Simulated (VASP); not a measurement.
# SnSe4 (P-43m) in VASP: further runs

The runs below take SnSe4 through single point, relaxation of cell and atoms, with PBE.

Program: VASP 6.6.1. These are calculated values, not measurements. Logs are shortened: lines on timing, memory, paths and dates and some standing lists are left out, and cuts for length are marked.

**1. The cell of the first run**

The structure is cubic, space group P-43m (No. 215). The conventional cell has a = 5.119 Å, b = 5.119 Å, c = 5.119 Å, α = 90.00°, β = 90.00°, γ = 90.00°. Sn (site symmetry -43m) has 4 Se at 2.62 Å within 3.5 Å. Within 3.5 Å of Se (site symmetry 3m) lie 1 Sn at 2.62 Å and 3 Se at 2.96 Å.

The cell was built from a structure type or drawn by symmetry, and may not be a known phase.

**2. Single point, PBE**

File INCAR:

```
SYSTEM = SnSe4
PREC = Accurate ; ENCUT = 520
EDIFF = 1E-6 ; ISMEAR = 0
SIGMA = 0.1 ; LREAL = .FALSE.
LASPH = .TRUE. ; NELM = 60
ALGO = Normal ; ISIF = 2
LWAVE = .FALSE. ; LCHARG = .FALSE.
GGA = PE ; NBANDS = 27
```

File KPOINTS:

```
regular mesh
0
G
  4 4 4
  0 0 0
```

File POSCAR:

```
SnSe4
1.0
    5.1194059149      0.0000000000      0.0000000000
    0.0000000000      5.1194059149      0.0000000000
    0.0000000000      0.0000000000      5.1194059149
Sn Se
1 4
Direct
    0.5000000000      0.5000000000      0.5000000000
    0.7958970906      0.7958970906      0.7958970906
    0.2041029094      0.2041029094      0.7958970906
    0.2041029094      0.7958970906      0.2041029094
    0.7958970906      0.2041029094      0.2041029094
```

Potentials or basis: VASP PAW PBE potentials, release 64 (Sn_d, Se).

Run with:

```sh
$ cat potpaw_PBE.64/Sn_d/POTCAR potpaw_PBE.64/Se/POTCAR > POTCAR
$ mpirun -np 1 vasp_std > vasp.out
```

OUTCAR:

```text
SYSTEM = SnSe4
   PREC = Accurate
   ENCUT = 520
   EDIFF = 1E-6
   ISMEAR = 0
   LREAL = .FALSE.
   LASPH = .TRUE.
   NELM = 60
   ISIF = 2
   GGA = PE

 ion  position               nearest neighbor table
   1  0.500  0.500  0.500-   2 2.62   3 2.62   4 2.62   5 2.62
   2  0.796  0.796  0.796-   1 2.62
   3  0.204  0.204  0.796-   1 2.62
   4  0.204  0.796  0.204-   1 2.62
   5  0.796  0.204  0.204-   1 2.62

  LATTYP: Found a simple cubic cell.
 ALAT       =     5.1194059149

  Lattice vectors:

 A1 = (   5.1194059149,   0.0000000000,   0.0000000000)
 A2 = (   0.0000000000,   5.1194059149,   0.0000000000)
 A3 = (   0.0000000000,   0.0000000000,   5.1194059149)

Analysis of symmetry for initial positions (statically):
=====================================================================
 Subroutine PRICEL returns:
 Original cell was already a primitive cell.

 Routine SETGRP: Setting up the symmetry group for a
 simple cubic supercell.

 Subroutine GETGRP returns: Found 24 space group operations
 (whereof 24 operations were pure point group operations)
 out of a pool of 48 trial point group operations.

The static configuration has the point symmetry T_d .

Analysis of symmetry for dynamics (positions and initial velocities):
=====================================================================
 Subroutine PRICEL returns:
 Original cell was already a primitive cell.

 Routine SETGRP: Setting up the symmetry group for a
 simple cubic supercell.

 Subroutine GETGRP returns: Found 24 space group operations
 (whereof 24 operations were pure point group operations)
 out of a pool of 48 trial point group operations.

The dynamic configuration has the point symmetry T_d .

 Subroutine INISYM returns: Found 24 space group operations
 (whereof 24 operations are pure point group operations),
 and found     1 'primitive' translations

----------------------------------------------------------------------------------------

                                     Primitive cell

  volume of cell :     134.1710

  direct lattice vectors                    reciprocal lattice vectors
     5.119405915  0.000000000  0.000000000     0.195335165  0.000000000  0.000000000
     0.000000000  5.119405915  0.000000000     0.000000000  0.195335165  0.000000000
     0.000000000  0.000000000  5.119405915     0.000000000  0.000000000  0.195335165

  length of vectors
     5.119405915  5.119405915  5.119405915     0.195335165  0.195335165  0.195335165

  position of ions in fractional coordinates (direct lattice)
     0.500000000  0.500000000  0.500000000
     0.795897091  0.795897091  0.795897091
     0.204102909  0.204102909  0.795897091
     0.204102909  0.795897091  0.204102909
     0.795897091  0.204102909  0.204102909

  ion indices of the primitive-cell ions
   primitive index   ion index
                 1           1
                 2           2
                 3           3
                 4           4
                 5           5

----------------------------------------------------------------------------------------

 KPOINTS: regular mesh

Automatic generation of k-mesh.
 Grid dimensions read from file:
 generate k-points for:    4    4    4

 Generating k-lattice:

  Cartesian coordinates                     Fractional coordinates (reciprocal lattice)
     0.048833791  0.000000000  0.000000000     0.250000000  0.000000000  0.000000000
     0.000000000  0.048833791  0.000000000     0.000000000  0.250000000  0.000000000
     0.000000000  0.000000000  0.048833791     0.000000000  0.000000000  0.250000000

  Length of vectors
     0.048833791  0.048833791  0.048833791

  Shift w.r.t. Gamma in fractional coordinates (k-lattice)
     0.000000000  0.000000000  0.000000000

 Subroutine IBZKPT returns following result:
 ===========================================

 Found     10 irreducible k-points:

 Following reciprocal coordinates:
            Coordinates               Weight
  0.000000  0.000000  0.000000      1.000000
  0.250000  0.000000  0.000000      6.000000
  0.500000  0.000000  0.000000      3.000000
  0.250000  0.250000  0.000000     12.000000
  0.500000  0.250000  0.000000     12.000000
  0.500000  0.500000  0.000000      3.000000
  0.250000  0.250000  0.250000      8.000000
  0.500000  0.250000  0.250000     12.000000
  0.500000  0.500000  0.250000      6.000000
  0.500000  0.500000  0.500000      1.000000
   k-points           NKPTS =     10   k-points in BZ     NKDIM =     10   number of bands    NBANDS=     27
   number of dos      NEDOS =    301   number of ions     NIONS =      5
   total plane-waves  NPLWV =  64000
   dimension x,y,z NGX =    40 NGY =   40 NGZ =   40
   dimension x,y,z NGXF=    80 NGYF=   80 NGZF=   80
   ions per type =               1   4
   NGX,Y,Z   is equivalent  to a cutoff of  12.99, 12.99, 12.99 a.u.
   NGXF,Y,Z  is equivalent  to a cutoff of  25.98, 25.98, 25.98 a.u.
 SYSTEM =  SnSe4
   PREC   = accura    normal or accurate (medium, high low for compatibility)
   ISTART =      0    job   : 0-new  1-cont  2-samecut
   ICHARG =      2    charge: 1-file 2-atom 10-const
   ISPIN  =      1    spin polarized calculation?
   LNONCOLLINEAR =      F non collinear calculations
   LSORBIT =      F    spin-orbit coupling
   LASPH  =      T    aspherical Exc in radial PAW
   ENCUT  =  520.0 eV  38.22 Ry    6.18 a.u.   9.52  9.52  9.52*2*pi/ulx,y,z
   NELM   =     60;   NELMIN=  2; NELMDL= -5     # of ELM steps
   EDIFF  = 0.1E-05   stopping-criterion for ELM
   LREAL  =      F    real-space projection
   EDIFFG = 0.1E-04   stopping-criterion for IOM
   NSW    =      0    number of steps for IOM
   IBRION =     -1    ionic relax: 0-MD 1-quasi-New 2-CG
   NFREE  =      0    steps in history (QN), initial steepest desc. (CG)
   ISIF   =      2    stress and relaxation
   ISYM   =      2    0-nonsym 1-usesym 2-fastsym
   POTIM  = 0.5000    time-step for ionic-motion
   TEBEG  =    0.0;   TEEND  =   0.0 temperature during run
   PSTRESS=    0.0 pullay stress
   NELECT =      38.0000    total number of electrons
   NUPDOWN=      -1.0000    fix difference up-down
   EMIN   =  10.00;   EMAX   =-10.00  energy-range for DOS
   EFERMI =   0.00;   METHOD = LEGACY
   ISMEAR =     0;   SIGMA  =   0.10  broadening in eV -4-tet -1-fermi 0-gaus
   EFERMI_NEDOS =   21; number of points for ismear=-14 and -15
   IALGO  =     38    algorithm
   IMIX   =      4    mixing-type and parameters
     AMIX     =   0.40;   BMIX     =  1.00
     AMIX_MAG =   1.60;   BMIX_MAG =  1.00
  volume/ion in A,a.u.               =      26.83       181.09
  Fermi-wavevector in a.u.,A,eV,Ry     =   1.075102  2.031649 15.726226  1.155845
  Thomas-Fermi vector in A             =   2.210949
   LORBIT       =      0    0 simple, 1 ext, 2 COOP (PROOUT), +10 PAW based schemes
   GGA     = PE    functional components
   LHFCALC =     F    Hartree Fock is set to
   AEXX    =    0.0000 exact exchange contribution
   IVDW    =     0    specifies the selected vdW correction
   LEPSILON=     F    determine dielectric tensor
   LRPA    =     F    only Hartree local field effects (RPA)
 non-spin polarized calculation
 Gauss-broadening in eV      SIGMA  =   0.10
  energy-cutoff  :      520.00
  volume of cell :      134.17
 maximum number of plane-waves:      3695
 NGX is ok and might be reduce to    40
   NGX = 19   NGY = 19   NGZ = 19

 number of electron      38.0000003 magnetization

 Free energy of the ion-electron system (eV)
  ---------------------------------------------------
  ext. energy  EPLUGINS =         0.00000000
  ---------------------------------------------------
  free energy    TOTEN  =       -15.99021350 eV

  energy without entropy =      -15.96308792  energy(sigma->0) =      -15.97665071

 E-fermi :   3.3816     XC(G=0):  -9.3479

 val. band max:        3.3673241047   @ k =   0.5000   0.2500   0.2500
 cond. band min:       3.4171563381   @ k =   0.5000   0.0000   0.0000
 fundamental gap:      0.0498322334
 Fermi energy:         3.3815587398

 k-point     1 :       0.0000    0.0000    0.0000
  band No.  band energies     occupation
      1     -17.8511      2.00000
      2     -17.8511      2.00000
      3     -17.8511      2.00000
      4     -17.7975      2.00000
      5     -17.7975      2.00000
      6     -10.7500      2.00000
[... 19 lines left out ...]
     26       9.0635      0.00000
     27       9.4556      0.00000

 k-point     2 :       0.2500    0.0000    0.0000
  band No.  band energies     occupation
      1     -17.8516      2.00000
      2     -17.8516      2.00000
      3     -17.8512      2.00000
      4     -17.7975      2.00000
      5     -17.7967      2.00000
      6     -10.5440      2.00000
[... 19 lines left out ...]
     26       9.8071      0.00000
     27      10.3105      0.00000

 k-point     3 :       0.5000    0.0000    0.0000
  band No.  band energies     occupation
      1     -17.8521      2.00000
      2     -17.8521      2.00000
      3     -17.8513      2.00000
      4     -17.7974      2.00000
      5     -17.7959      2.00000
      6     -10.1989      2.00000
[... 19 lines left out ...]
     26      10.0472      0.00000
     27      10.5416      0.00000

 k-point     4 :       0.2500    0.2500    0.0000
  band No.  band energies     occupation
      1     -17.8522      2.00000
      2     -17.8517      2.00000
      3     -17.8516      2.00000
      4     -17.7970      2.00000
      5     -17.7962      2.00000
      6     -10.3572      2.00000
[... 19 lines left out ...]
     26      10.2936      0.00000
     27      10.9535      0.00000

 k-point     5 :       0.5000    0.2500    0.0000
  band No.  band energies     occupation
      1     -17.8529      2.00000
      2     -17.8520      2.00000
      3     -17.8516      2.00000
      4     -17.7969      2.00000
      5     -17.7955      2.00000
      6     -10.0620      2.00000
[... 19 lines left out ...]
     26      10.9919      0.00000
     27      11.2605      0.00000

 k-point     6 :       0.5000    0.5000    0.0000
  band No.  band energies     occupation
      1     -17.8536      2.00000
      2     -17.8520      2.00000
      3     -17.8520      2.00000
      4     -17.7966      2.00000
      5     -17.7950      2.00000
      6      -9.8801      2.00000
[... 19 lines left out ...]
     26      10.8351      0.00000
     27      11.4655      0.00000

 k-point     7 :       0.2500    0.2500    0.2500
  band No.  band energies     occupation
      1     -17.8523      2.00000
      2     -17.8521      2.00000
      3     -17.8521      2.00000
      4     -17.7962      2.00000
      5     -17.7962      2.00000
      6     -10.1986      2.00000
[... 19 lines left out ...]
     26      10.1579      0.00000
     27      11.3673      0.00000

 k-point     8 :       0.5000    0.2500    0.2500
  band No.  band energies     occupation
      1     -17.8528      2.00000
      2     -17.8526      2.00000
      3     -17.8521      2.00000
      4     -17.7962      2.00000
      5     -17.7954      2.00000
      6      -9.9703      2.00000
[... 19 lines left out ...]
     26      10.5826      0.00000
     27      11.1152      0.00000

 k-point     9 :       0.5000    0.5000    0.2500
  band No.  band energies     occupation
      1     -17.8534      2.00000
      2     -17.8526      2.00000
      3     -17.8526      2.00000
      4     -17.7958      2.00000
      5     -17.7949      2.00000
      6      -9.8627      2.00000
[... 19 lines left out ...]
     26      10.6152      0.00000
     27      11.0928      0.00000

 k-point    10 :       0.5000    0.5000    0.5000
  band No.  band energies     occupation
      1     -17.8532      2.00000
      2     -17.8532      2.00000
      3     -17.8532      2.00000
      4     -17.7949      2.00000
      5     -17.7949      2.00000
      6      -9.8448      2.00000
[... 19 lines left out ...]
     26      10.6983      0.00000
     27      10.6983      0.00000

------------------------ aborting loop because EDIFF is reached ----------------------------------------

  FORCE on cell =-STRESS in cart. coord.  units (eV):
  Direction    XX          YY          ZZ          XY          YZ          ZX
  --------------------------------------------------------------------------------------
  -------------------------------------------------------------------------------------
  Total        0.0485131      0.0485131      0.0485131      0.0000000      0.0000000      0.0000000
  in kB        0.5793098      0.5793098      0.5793098      0.0000000      0.0000000      0.0000000
  external PRESSURE =       0.5793098 kB  Pullay stress =       0.0000000 kB

 VOLUME and BASIS-vectors are now :
 -----------------------------------------------------------------------------
  energy-cutoff  :      520.00
  volume of cell :      134.17
      direct lattice vectors                 reciprocal lattice vectors
     5.119405915  0.000000000  0.000000000     0.195335165  0.000000000  0.000000000
     0.000000000  5.119405915  0.000000000     0.000000000  0.195335165  0.000000000
     0.000000000  0.000000000  5.119405915     0.000000000  0.000000000  0.195335165

 POSITION                                       TOTAL-FORCE (eV/Angst)
 -----------------------------------------------------------------------------------
      2.55970      2.55970      2.55970         0.000000     -0.000000     -0.000000
      4.07452      4.07452      4.07452         0.002852      0.002852      0.002852
      1.04489      1.04489      4.07452        -0.002852     -0.002852      0.002852
      1.04489      4.07452      1.04489        -0.002852      0.002852     -0.002852
      4.07452      1.04489      1.04489         0.002852     -0.002852     -0.002852
 -----------------------------------------------------------------------------------
    total drift:                               -0.000000     -0.000000      0.000000

  FREE ENERGIE OF THE ION-ELECTRON SYSTEM (eV)
  ---------------------------------------------------
  free  energy   TOTEN  =       -15.9902134997 eV

  energy  without entropy=      -15.9630879182  energy(sigma->0) =      -15.97665071
```

Wall time 41 s (1 thread of Intel Xeon 8259CL, shared host); peak memory 0.25 GiB.

Results:

* Free energy: -15.9902 eV
* Pressure: 0.1 GPa
* Largest force: 0.005 eV/Å
* Band gap on the k mesh: zero (bands 19 and 20 overlap by 0.53 eV)

Forces on the atoms (eV/Å):
```
Sn   0.000  0.000  0.000
Se   0.003  0.003  0.003
Se  -0.003 -0.003  0.003
Se  -0.003  0.003 -0.003
Se   0.003 -0.003 -0.003
```

Caveat: semilocal functionals underestimate gaps, so a narrow gap can read as zero; spin-orbit coupling is left out, which moves the levels of the heavy elements.

(Part 1 of 3 ends here.)
